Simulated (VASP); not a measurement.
# CO2 (Cmce) in VASP: a series of runs

Runs on CO2. Level: PBE+D3(BJ). Tasks: single point, relaxation of cell and atoms.

Everything below comes from runs of VASP 6.6.1. Logs are shortened: lines on timing, memory, paths and dates and some standing lists are left out, and cuts for length are marked.

## 1. The cell of the first run

Symmetry: Cmce, No. 64, orthorhombic system. Conventional cell: a = 4.785 Å, b = 4.367 Å, c = 6.054 Å, α = 90.00°, β = 90.00°, γ = 90.00°. C (site symmetry 2/m) has 2 O at 1.16 Å within 1.6 Å. O (site symmetry m) has 1 C at 1.16 Å within 1.6 Å.

## 2. Single point, PBE+D3(BJ)

File INCAR:

```
SYSTEM = CO2
ALGO = Normal
EDIFF = 1E-7
ENCUT = 520
GGA = PE
ISIF = 2
ISMEAR = 0
IVDW = 12
LASPH = .TRUE.
LCHARG = .FALSE.
LREAL = .FALSE.
LWAVE = .FALSE.
NBANDS = 25
NELM = 100
PREC = Accurate
SIGMA = 0.1
```

File KPOINTS:

```
k-points
0
G
  6 6 4
  0 0 0
```

File POSCAR:

```
CO2
1.0
    2.3923934174     -2.1835382210      0.0000000000
    2.3923934174      2.1835382210      0.0000000000
    0.0000000000      0.0000000000      6.0542720922
C O
2 4
Direct
    0.0000000000      0.0000000000      0.0000000000
    0.5000000000      0.5000000000      0.5000000000
    0.7861926494      0.2138073506      0.8852321836
    0.2138073506      0.7861926494      0.1147678164
    0.7138073506      0.2861926494      0.3852321836
    0.2861926494      0.7138073506      0.6147678164
```

Potentials or basis: VASP PAW PBE potentials, release 64 (C, O).

Run with:

```sh
cat potpaw_PBE.64/C/POTCAR potpaw_PBE.64/O/POTCAR > POTCAR
mpirun -np 1 vasp_std > vasp.out
```

OUTCAR:

```text
SYSTEM = CO2
   EDIFF = 1E-7
   ENCUT = 520
   GGA = PE
   ISIF = 2
   ISMEAR = 0
   IVDW = 12
   LASPH = .TRUE.
   LREAL = .FALSE.
   NELM = 100
   PREC = Accurate
 IVDW          = 12

 ion  position               nearest neighbor table
   1  0.000  0.000  0.000-   3 1.16   4 1.16
   2  0.500  0.500  0.500-   5 1.16   6 1.16
   3  0.786  0.214  0.885-   1 1.16
   4  0.214  0.786  0.115-   1 1.16
   5  0.714  0.286  0.385-   2 1.16
   6  0.286  0.714  0.615-   2 1.16

  LATTYP: Found a base centered orthorhombic cell.
 ALAT       =     4.3670764420
 B/A-ratio  =     1.0956498926
 C/A-ratio  =     1.3863444280

  Lattice vectors:

 A1 = (  -2.3923934174,  -2.1835382210,   0.0000000000)
 A2 = (   2.3923934174,  -2.1835382210,   0.0000000000)
 A3 = (   0.0000000000,   0.0000000000,   6.0542720922)

Analysis of symmetry for initial positions (statically):
=====================================================================
 Subroutine PRICEL returns:
 Original cell was already a primitive cell.

 Routine SETGRP: Setting up the symmetry group for a
 base centered orthorhombic supercell.

 Subroutine GETGRP returns: Found  8 space group operations
 (whereof  4 operations were pure point group operations)
 out of a pool of  8 trial point group operations.

The static configuration has the point symmetry C_2h.
 The point group associated with its full space group is D_2h.

Analysis of symmetry for dynamics (positions and initial velocities):
=====================================================================
 Subroutine PRICEL returns:
 Original cell was already a primitive cell.

 Routine SETGRP: Setting up the symmetry group for a
 base centered orthorhombic supercell.

 Subroutine GETGRP returns: Found  8 space group operations
 (whereof  4 operations were pure point group operations)
 out of a pool of  8 trial point group operations.

The dynamic configuration has the point symmetry C_2h.
 The point group associated with its full space group is D_2h.

 Subroutine INISYM returns: Found  8 space group operations
 (whereof  4 operations are pure point group operations),
 and found     1 'primitive' translations

----------------------------------------------------------------------------------------

                                     Primitive cell

  volume of cell :      63.2536

  direct lattice vectors                    reciprocal lattice vectors
     2.392393417 -2.183538221  0.000000000     0.208995726 -0.228986145  0.000000000
     2.392393417  2.183538221  0.000000000     0.208995726  0.228986145  0.000000000
     0.000000000  0.000000000  6.054272092     0.000000000  0.000000000  0.165172623

  length of vectors
     3.239040819  3.239040819  6.054272092     0.310022367  0.310022367  0.165172623

  position of ions in fractional coordinates (direct lattice)
     0.000000000  0.000000000  0.000000000
     0.500000000  0.500000000  0.500000000
     0.786192649  0.213807351  0.885232184
     0.213807351  0.786192649  0.114767816
     0.713807351  0.286192649  0.385232184
     0.286192649  0.713807351  0.614767816

  ion indices of the primitive-cell ions
   primitive index   ion index
                 1           1
                 2           2
                 3           3
                 4           4
                 5           5
                 6           6

----------------------------------------------------------------------------------------

 KPOINTS: k-points

Automatic generation of k-mesh.
 Grid dimensions read from file:
 generate k-points for:    6    6    4

 Generating k-lattice:

  Cartesian coordinates                     Fractional coordinates (reciprocal lattice)
     0.034832621 -0.038164358  0.000000000     0.166666667  0.000000000  0.000000000
     0.034832621  0.038164358  0.000000000     0.000000000  0.166666667  0.000000000
     0.000000000  0.000000000  0.041293156     0.000000000  0.000000000  0.250000000

  Length of vectors
     0.051670395  0.051670395  0.041293156

  Shift w.r.t. Gamma in fractional coordinates (k-lattice)
     0.000000000  0.000000000  0.000000000

 Subroutine IBZKPT returns following result:
 ===========================================

 Found     39 irreducible k-points:

 Following reciprocal coordinates:
            Coordinates               Weight
  0.000000  0.000000  0.000000      1.000000
  0.166667  0.000000  0.000000      4.000000
  0.333333  0.000000  0.000000      4.000000
  0.500000  0.000000  0.000000      2.000000
  0.166667  0.166667  0.000000      2.000000
  0.333333  0.166667  0.000000      4.000000
[... 16 lines left out ...]
  0.333333  0.333333  0.250000      4.000000
  0.500000  0.333333  0.250000      8.000000
 [... further k-points ...]
   k-points           NKPTS =     39   k-points in BZ     NKDIM =     39   number of bands    NBANDS=     25
   number of dos      NEDOS =    301   number of ions     NIONS =      6
   total plane-waves  NPLWV =  27648
   dimension x,y,z NGX =    24 NGY =   24 NGZ =   48
   dimension x,y,z NGXF=    48 NGYF=   48 NGZF=   96
   ions per type =               2   4
   NGX,Y,Z   is equivalent  to a cutoff of  12.32, 12.32, 13.18 a.u.
   NGXF,Y,Z  is equivalent  to a cutoff of  24.64, 24.64, 26.36 a.u.
 SYSTEM =  CO2
   PREC   = accura    normal or accurate (medium, high low for compatibility)
   ISTART =      0    job   : 0-new  1-cont  2-samecut
   ICHARG =      2    charge: 1-file 2-atom 10-const
   ISPIN  =      1    spin polarized calculation?
   LNONCOLLINEAR =      F non collinear calculations
   LSORBIT =      F    spin-orbit coupling
   LASPH  =      T    aspherical Exc in radial PAW
   ENCUT  =  520.0 eV  38.22 Ry    6.18 a.u.   6.02  6.02 11.26*2*pi/ulx,y,z
   NELM   =    100;   NELMIN=  2; NELMDL= -5     # of ELM steps
   EDIFF  = 0.1E-06   stopping-criterion for ELM
   LREAL  =      F    real-space projection
   EDIFFG = 0.1E-05   stopping-criterion for IOM
   NSW    =      0    number of steps for IOM
   IBRION =     -1    ionic relax: 0-MD 1-quasi-New 2-CG
   NFREE  =      0    steps in history (QN), initial steepest desc. (CG)
   ISIF   =      2    stress and relaxation
   ISYM   =      2    0-nonsym 1-usesym 2-fastsym
   POTIM  = 0.5000    time-step for ionic-motion
   TEBEG  =    0.0;   TEEND  =   0.0 temperature during run
   PSTRESS=    0.0 pullay stress
   NELECT =      32.0000    total number of electrons
   NUPDOWN=      -1.0000    fix difference up-down
   EMIN   =  10.00;   EMAX   =-10.00  energy-range for DOS
   EFERMI =   0.00;   METHOD = LEGACY
   ISMEAR =     0;   SIGMA  =   0.10  broadening in eV -4-tet -1-fermi 0-gaus
   EFERMI_NEDOS =   21; number of points for ismear=-14 and -15
   IALGO  =     38    algorithm
   IMIX   =      4    mixing-type and parameters
     AMIX     =   0.40;   BMIX     =  1.00
     AMIX_MAG =   1.60;   BMIX_MAG =  1.00
  volume/ion in A,a.u.               =      10.54        71.14
  Fermi-wavevector in a.u.,A,eV,Ry     =   1.304457  2.465066 23.151778  1.701608
  Thomas-Fermi vector in A             =   2.435391
   LORBIT       =      0    0 simple, 1 ext, 2 COOP (PROOUT), +10 PAW based schemes
   GGA     = PE    functional components
   LHFCALC =     F    Hartree Fock is set to
   AEXX    =    0.0000 exact exchange contribution
   IVDW    =    12    specifies the selected vdW correction
   LEPSILON=     F    determine dielectric tensor
   LRPA    =     F    only Hartree local field effects (RPA)
 non-spin polarized calculation
 Gauss-broadening in eV      SIGMA  =   0.10
  energy-cutoff  :      520.00
  volume of cell :       63.25
 maximum number of plane-waves:      1724
   NGX = 13   NGY = 13   NGZ = 23

 number of electron      32.0000011 magnetization

 Free energy of the ion-electron system (eV)
  ---------------------------------------------------
  ext. energy  EPLUGINS =         0.00000000
  ---------------------------------------------------
  free energy    TOTEN  =       -45.29008033 eV

  energy without entropy =      -45.29008033  energy(sigma->0) =      -45.29008033

 E-fermi :  -0.5353     XC(G=0):  -9.5786

 val. band max:       -0.9765428860   @ k =   0.5000   0.5000   0.0000
 cond. band min:       5.2276044540   @ k =   0.0000   0.0000   0.0000
 fundamental gap:      6.2041473400
 Fermi energy:        -0.5352839915

 k-point     1 :       0.0000    0.0000    0.0000
  band No.  band energies     occupation
      1     -22.5598      2.00000
      2     -22.1359      2.00000
      3     -21.0642      2.00000
      4     -20.8497      2.00000
      5      -7.0930      2.00000
      6      -6.5980      2.00000
[... 17 lines left out ...]
     24      15.9827      0.00000
     25      16.4625      0.00000

 k-point     2 :       0.1667    0.0000    0.0000
  band No.  band energies     occupation
      1     -22.4724      2.00000
      2     -22.0920      2.00000
      3     -21.0712      2.00000
      4     -20.8974      2.00000
      5      -7.2717      2.00000
      6      -6.5970      2.00000
[... 17 lines left out ...]
     24      15.2930      0.00000
     25      16.1791      0.00000

 k-point     3 :       0.3333    0.0000    0.0000
  band No.  band energies     occupation
      1     -22.2570      2.00000
      2     -22.0157      2.00000
      3     -21.0940      2.00000
      4     -21.0137      2.00000
      5      -7.4514      2.00000
      6      -6.8658      2.00000
[... 552 lines left out ...]
 k-point    23 :       0.3333    0.3333    0.2500
  band No.  band energies     occupation
      1     -22.0682      2.00000
      2     -21.8844      2.00000
      3     -21.0946      2.00000
      4     -21.0722      2.00000
      5      -7.3969      2.00000
      6      -7.1865      2.00000
[... 17 lines left out ...]
     24      14.8228      0.00000
     25      15.1468      0.00000

 k-point    24 :       0.5000    0.3333    0.2500
  band No.  band energies     occupation
      1     -21.9556      2.00000
      2     -21.8418      2.00000
      3     -21.1221      2.00000
      4     -21.1131      2.00000
      5      -7.4502      2.00000
      6      -7.1289      2.00000
[... 17 lines left out ...]
     24      14.1150      0.00000
     25      14.5178      0.00000

 [... further k-points ...]

------------------------ aborting loop because EDIFF is reached ----------------------------------------

 Edisp (eV)   -0.61788

 E8    (eV) :    -0.1621

  FORCE on cell =-STRESS in cart. coord.  units (eV):
  Direction    XX          YY          ZZ          XY          YZ          ZX
  --------------------------------------------------------------------------------------
  -------------------------------------------------------------------------------------
  Total       3.35026     5.29354     4.41434     0.00000     0.00000     0.00000
  in kB      84.86004   134.08228   111.81265     0.00000     0.00000     0.00000
  external pressure =      110.25 kB  Pullay stress =        0.00 kB

 VOLUME and BASIS-vectors are now :
 -----------------------------------------------------------------------------
  energy-cutoff  :      520.00
  volume of cell :       63.25
      direct lattice vectors                 reciprocal lattice vectors
     2.392393417 -2.183538221  0.000000000     0.208995726 -0.228986145  0.000000000
     2.392393417  2.183538221  0.000000000     0.208995726  0.228986145  0.000000000
     0.000000000  0.000000000  6.054272092     0.000000000  0.000000000  0.165172623

 POSITION                                       TOTAL-FORCE (eV/Angst)
 -----------------------------------------------------------------------------------
      0.00000      0.00000      0.00000        -0.000000      0.000000     -0.000000
      2.39239      0.00000      3.02714         0.000000     -0.000000     -0.000000
      2.39239     -1.24983      5.35944        -0.000000      0.520655     -0.385955
      2.39239      1.24983      0.69484        -0.000000     -0.520655      0.385955
      2.39239     -0.93371      2.33230        -0.000000     -0.520655     -0.385955
      2.39239      0.93371      3.72197        -0.000000      0.520655      0.385955
 -----------------------------------------------------------------------------------
    total drift:                                0.000000     -0.000000     -0.000000

  FREE ENERGIE OF THE ION-ELECTRON SYSTEM (eV)
  ---------------------------------------------------
  free  energy   TOTEN  =       -45.9079631455 eV

  energy  without entropy=      -45.9079631455  energy(sigma->0) =      -45.90796315
```

It took 19 s on 1 thread of Intel Xeon 6975P-C (Granite Rapids), shared host; peak memory 0.2 GiB.

What came out:

```
Free energy                : -45.9080 eV
Pressure                   : 11.0 GPa
Largest force              : 0.648 eV/Å
Band gap on the k mesh     : 6.20 eV (least direct gap 7.17 eV)
Dispersion energy per atom : -0.103 eV
```

Forces on the atoms (eV/Å):
```
C    0.000  0.000  0.000
C    0.000  0.000  0.000
O    0.000  0.521 -0.386
O    0.000 -0.521  0.386
O    0.000 -0.521 -0.386
O    0.000  0.521  0.386
```

Stress tensor (GPa, compression positive):
```
 8.49  0.00  0.00
 0.00 13.41  0.00
 0.00  0.00 11.18
```

Levels at points of the mesh, in eV from the valence-band top:
```tsv
k point	band 12	band 13	band 14	band 15	band 16	band 17	band 18	band 19	band 20	band 21
(0.00, 0.00, 0.00)	-3.32	-1.62	-1.61	-0.99	-0.96	6.20	6.93	7.04	7.26	8.81
(0.50, 0.00, 0.00)	-3.66	-1.12	-1.12	-0.44	-0.44	6.97	6.97	8.52	8.52	10.43
(0.50, 0.50, 0.00)	-3.52	-1.77	-1.23	-0.63	0.00	7.32	8.95	9.11	9.24	10.39
(0.00, 0.00, 0.50)	-3.42	-1.29	-1.29	-1.27	-1.27	6.71	6.71	7.78	7.78	8.46
(0.50, 0.00, 0.50)	-3.55	-1.26	-1.26	-0.39	-0.39	7.10	7.10	8.61	8.61	10.18
(0.50, 0.50, 0.50)	-4.27	-1.24	-1.24	-0.56	-0.56	8.26	8.26	9.02	9.02	11.57
```

Caveat: the cell stands under pressure.

## 3. Relaxation of cell and atoms, PBE+D3(BJ), target pressure 9 GPa, at which the enthalpy is minimised

File INCAR:

```
ALGO = Normal ; EDIFF = 1E-7
EDIFFG = -0.05 ; ENCUT = 600
GGA = PE ; IBRION = 2
ISIF = 3 ; ISMEAR = 0
IVDW = 12 ; LASPH = T
LCHARG = F ; LREAL = F
LWAVE = F ; NELM = 100
NSW = 80 ; PREC = Accurate
PSTRESS = 90.0 ; SIGMA = 0.1
```

File KPOINTS:

```
k-points
0
Gamma
  6 6 4
```

POSCAR is that of step 2.

Potentials or basis: VASP PAW PBE potentials, release 64 (C, O).

Run with:

```sh
cat potpaw_PBE.64/C/POTCAR potpaw_PBE.64/O/POTCAR > POTCAR
mpirun -np 1 vasp_std > vasp.out
```

It took 52 s on 1 thread of Intel Xeon 6975P-C (Granite Rapids), shared host; peak memory 0.21 GiB.

The run converged. Its results:

| Property | Result |
| --- | --- |
| Free energy | -45.9425 eV |
| Relaxed volume | 10.56 Å³/atom |
| Relaxed cell | a = 3.241 Å, b = 3.241 Å, c = 6.059 Å, α = 90.00°, β = 90.00°, γ = 84.89° |
| Space group after relaxing (to 0.1 Å) | Cmce (No. 64) |
| Energy change on relaxing (the run minimises the enthalpy) | -2.3 meV/atom |
| Ionic steps | 3 |
| Pressure after relaxing | 8.3 GPa |
| Band gap on the k mesh | 6.10 eV (least direct gap 7.06 eV) |
| Dispersion energy per atom | -0.103 eV |

The path:
```csv
step,energy change (eV),largest force (eV/Å),pressure (GPa),volume (Å³)
1,0.0000,0.6202,10.70,63.25
2,0.1973,3.3849,-5.09,64.28
3,-0.0140,0.0014,8.31,63.39
```

Final structure:
```cif
data_structure
_symmetry_space_group_name_H-M 'P 1'
_symmetry_Int_Tables_number 1
_cell_length_a 3.2409
_cell_length_b 3.2409
_cell_length_c 6.0589
_cell_angle_alpha 90.000
_cell_angle_beta 90.000
_cell_angle_gamma 84.885
_cell_volume 63.39
loop_
_atom_site_label
_atom_site_type_symbol
_atom_site_fract_x
_atom_site_fract_y
_atom_site_fract_z
_atom_site_occupancy
C1 C 0.00000 0.00000 0.00000 1
C2 C 0.50000 0.50000 0.50000 1
O1 O 0.78541 0.21459 0.88483 1
O2 O 0.21459 0.78541 0.11517 1
O3 O 0.71459 0.28541 0.38483 1
O4 O 0.28541 0.71459 0.61517 1
```

Levels at points of the mesh, in eV from the valence-band top:
```tsv
k point	band 13	band 14	band 15	band 16	band 17	band 18	band 19	band 20
(0.00, 0.00, 0.00)	-1.63	-1.62	-0.99	-0.96	6.10	6.85	6.94	7.15
(0.50, 0.00, 0.00)	-1.13	-1.13	-0.44	-0.44	6.86	6.86	8.42	8.42
(0.50, 0.50, 0.00)	-1.78	-1.24	-0.63	0.00	7.21	8.84	8.99	9.12
(0.00, 0.00, 0.50)	-1.29	-1.29	-1.27	-1.27	6.61	6.61	7.69	7.69
(0.50, 0.00, 0.50)	-1.26	-1.26	-0.39	-0.39	7.00	7.00	8.50	8.50
(0.50, 0.50, 0.50)	-1.24	-1.24	-0.57	-0.57	8.16	8.16	8.90	8.90
```

Caveat: the cell is relaxed towards a set pressure, so the run minimises the enthalpy, not the energy.
